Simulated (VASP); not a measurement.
CuRu4: single point with PBE

Crystal: CuRu4.

```
Cu Ru
1.0
     4.08114    0.00000    0.00000
    -2.04057    3.53437    0.00000
     0.00000    0.00000    7.41807
Cu Ru
1 4
Direct
  0.00000 0.00000 0.00000
  0.33333 0.66667 0.50000
  0.66667 0.33333 0.50000
  0.00000 0.00000 0.31737
  0.00000 0.00000 0.68263
```

- Program: VASP 6.6.1
- Task: single point
- Functional: PBE
- Potentials or basis: VASP PAW PBE potentials, release 64 (Cu_sv_GW, Ru_sv)
- Cutoff: 700 eV
- k mesh: 6 × 6 × 2
- Occupations: gaussian, width 0.1 eV
- Spin: no spin polarisation
- Dipole correction: no
- Second run: valence_matched
- Further INCAR settings: ALGO = Normal; EDIFF = 1e-06; NBANDS = 50

```
Pressure      : -1.0 GPa
Largest force : 0.023 eV/Å
```

Forces in eV/Å, atoms in the order of the input:
```
Cu   0.000  0.000  0.000
Ru   0.000  0.000  0.000
Ru   0.000  0.000  0.000
Ru   0.000  0.000  0.023
Ru   0.000  0.000 -0.023
```

Stress tensor (GPa, compression positive):
```
-0.92  0.00  0.00
 0.00 -0.92  0.00
 0.00  0.00 -1.10
```

Levels at points of the mesh, in eV from the Fermi level:
```
           k point  band 39  band 40  band 41  band 42  band 43  band 44
(0.00, 0.00, 0.00)    -1.31    -0.21    -0.13     0.48     0.62     0.62
(0.50, 0.00, 0.00)    -1.09    -0.73    -0.12    -0.03     0.15     0.24
(0.00, 0.00, 0.50)    -1.56    -1.40    -0.13     0.54     0.54     0.80
(0.50, 0.00, 0.50)    -1.13    -0.84    -0.77    -0.42    -0.38     1.19
```

It took 3.4 min on 1 thread of Intel(R) Xeon(R) Platinum 8259CL CPU @ 2.50GHz (Skylake/Cascade Lake), on a shared host, peak memory 0.33 GiB.

Caveat: the k points lie up to 0.42 Å⁻¹ apart.
